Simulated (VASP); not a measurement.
# Zn8SO7 (a cell with a defect): single point with PBE

System: Zn8SO7 (a cell with a defect).

```
CELL_PARAMETERS angstrom
6.49862 0.00000 0.00000
-3.24931 5.62797 0.00000
0.00000 0.00000 5.20571
ATOMIC_POSITIONS crystal
Zn 0.16667 0.33333 0.50000
Zn 0.33333 0.16667 0.00000
Zn 0.16667 0.83333 0.50000
Zn 0.33333 0.66667 0.00000
Zn 0.66667 0.33333 0.50000
Zn 0.83333 0.16667 0.00000
Zn 0.66667 0.83333 0.50000
Zn 0.83333 0.66667 0.00000
S 0.33333 0.16667 0.37901
O 0.16667 0.33333 0.87901
O 0.33333 0.66667 0.37901
O 0.16667 0.83333 0.87901
O 0.83333 0.16667 0.37901
O 0.66667 0.33333 0.87901
O 0.83333 0.66667 0.37901
O 0.66667 0.83333 0.87901
```

```json
{
  "Program": "VASP 6.6.1",
  "Task": "single point",
  "Functional": "PBE",
  "Potentials or basis": "VASP PAW PBE potentials, release 64 (Zn, S, O)",
  "Cutoff": "520 eV",
  "k mesh": "3 × 3 × 2",
  "Occupations": "gaussian, width 0.02 eV",
  "Spin": "no spin polarisation",
  "Dipole correction": "no",
  "Further INCAR settings": "ALGO = Normal; EDIFF = 1e-06; NBANDS = 86"
}
```

```
Pressure               : 18.7 GPa
Largest force          : 4.403 eV/Å
Band gap on the k mesh : 1.14 eV
```

Forces in eV/Å, atoms in the order of the input:
```
Zn  -3.550  2.050  1.304
Zn   0.000  0.000 -4.403
Zn   0.000 -4.099  1.304
Zn  -0.030 -0.017 -0.067
Zn   3.550  2.050  1.304
Zn   0.000  0.035 -0.067
Zn   0.000  0.000 -0.082
Zn   0.030 -0.017 -0.067
S    0.000  0.000  0.313
O   -0.245  0.142 -0.038
O   -0.109 -0.063  0.161
O    0.000 -0.283 -0.038
O    0.000  0.126  0.161
O    0.245  0.142 -0.038
O    0.109 -0.063  0.161
O    0.000  0.000  0.093
```

Stress tensor (GPa, compression positive):
```
17.98  0.00  0.00
 0.00 17.98  0.00
 0.00  0.00 20.17
```

Levels at points of the mesh, in eV from the valence-band top:
```tsv
k point	band 70	band 71	band 72	band 73	band 74	band 75
(0.00, 0.00, 0.00)	-0.11	0.00	0.00	1.14	4.57	5.13
(0.00, 0.00, 0.50)	-0.62	-0.31	-0.31	3.51	3.65	4.81
```

Run time: 65 s on 1 thread of Intel(R) Xeon(R) 6975P-C (Granite Rapids) (shared host), peak memory 0.32 GiB.

Caveat: the k points lie up to 0.60 Å⁻¹ apart.
